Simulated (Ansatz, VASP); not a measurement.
## HgTe: VASP beside Ansatz

The input INCAR:

```
PREC = Accurate
ENCUT = 520
EDIFF = 1E-7
ISMEAR = -1
SIGMA = 0.08
LREAL = False
LASPH = True
NELM = 80
ALGO = Normal
ISIF = 2
LWAVE = False
LCHARG = False
GGA = PS
NBANDS = 16
```

The input KPOINTS:

```
Automatic mesh
0
Gamma
  12 12 12
```

Contents of POSCAR:

```
HgTe
1.0
    0.0000000000      2.9799300000      2.9215000000
    2.9799300000      0.0000000000      2.9215000000
    2.9799300000      2.9799300000      0.0000000000
Hg Te
1 1
Direct
    0.0000000000      0.0000000000      0.0000000000
    0.5000000000      0.5000000000      0.5000000000
```

Input for Ansatz:

```yaml
crystal:
  lattice:
    - [0.0, 2.97993, 2.9215]
    - [2.97993, 0.0, 2.9215]
    - [2.97993, 2.97993, 0.0]
  atoms:
    - { symbol: Hg, position: [0.0, 0.0, 0.0] }
    - { symbol: Te, position: [0.5, 0.5, 0.5] }
kpoints:
  mp_grid: { grid: [12, 12, 12] }
  band_path:
    path:
      - [0.0, 0.0, 0.0]
      - [0.0, 0.5, 0.5]
      - [0.25, 0.75, 0.5]
      - [0.0, 0.5, 0.0]
      - [0.0, 0.0, 0.0]
      - [0.5, 0.5, 0.0]
      - [0.38005, 0.61995, 0.0]
      - [-0.38005, 0.38005, 0.0]
      - [0.0, 0.0, 0.0]
    npoints: 5
scf:
  occupations: { method: fermi_dirac, width: 0.08 }
hamiltonian:
  xc: pbesol
  pseudopotentials: { kind: all_electron, lapw: { basis_error: 0.001 } }
output:
  forces: true
  stress: true
  eigenvalues: true
```

Change from the starting cell: equal xx and yy strain of +2 %.

Alike in both runs: task single point; functional PBEsol; k mesh 12 × 12 × 12; occupations fermi-dirac, width 0.08 eV; no spin polarisation.

```csv
,VASP,Ansatz
version,VASP 6.6.1,Ansatz 0.2.0
potentials or method,"VASP PAW PBE potentials, release 64 (Hg, Te), cutoff 520 eV","all-electron LAPW, scalar-relativistic"
```

|  | VASP | Ansatz | Ansatz less VASP |
| --- | --- | --- | --- |
| pressure (GPa) | 3.2 | 2.9 | -0.24 |
| traceless stress, the component that is largest in VASP (GPa) | 1.15 | 1.11 | -0.037 |

VASP's potentials were made for PBE, not for PBEsol. Ansatz ran all-electron here, and VASP with PAW potentials.

Spin-orbit coupling is off throughout.
